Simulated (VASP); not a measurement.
**Al2Pt: single point with PBE**

The system is Al2Pt.

```
CELL_PARAMETERS angstrom
0.00000 3.01939 3.01939
3.01939 0.00000 3.01939
3.01939 3.01939 0.00000
ATOMIC_POSITIONS crystal
Al 0.25000 0.25000 0.25000
Al 0.75000 0.75000 0.75000
Pt 0.00000 0.00000 0.00000
```

This cell differs from its parent crystal: strained.

```yaml
Program: VASP 6.6.1
Task: single point
Functional: PBE
Potentials_or_basis: VASP PAW PBE potentials, release 64 (Al, Pt)
Cutoff: 520 eV
k_mesh: 12 × 12 × 12
Occupations: gaussian, width 0.1 eV
Spin: no spin polarisation
Dipole_correction: no
Further_INCAR_settings: ALGO = Normal; EDIFF = 1e-06; NBANDS = 15
```

```json
{
  "Pressure": "-5.6 GPa",
  "Band gap on the k mesh": "zero (bands 8 and 9 overlap by 5.25 eV)"
}
```

Levels at points of the mesh, in eV from the Fermi level:
| k point | band 4 | band 5 | band 6 | band 7 | band 8 | band 9 | band 10 | band 11 | band 12 | band 13 |
| --- | --- | --- | --- | --- | --- | --- | --- | --- | --- | --- |
| (0.00, 0.00, 0.00) | -4.75 | -3.47 | -3.47 | 2.44 | 3.74 | 3.74 | 3.74 | 5.02 | 5.02 | 5.02 |
| (0.50, 0.00, 0.00) | -4.44 | -3.53 | -3.27 | -3.27 | 0.99 | 0.99 | 3.61 | 4.76 | 4.86 | 4.86 |
| (0.50, 0.50, 0.00) | -3.57 | -3.57 | -3.25 | -3.03 | -1.51 | -1.51 | 2.68 | 3.26 | 8.00 | 10.18 |

Wall time 16 s on 1 thread of Intel(R) Xeon(R) 6975P-C (Granite Rapids), with other jobs on the host, peak memory 0.21 GiB.

Caveat: the cell differs from its parent crystal (strained); the cell stands under tension; spin-orbit coupling is left out, which moves the levels of the heavy elements.
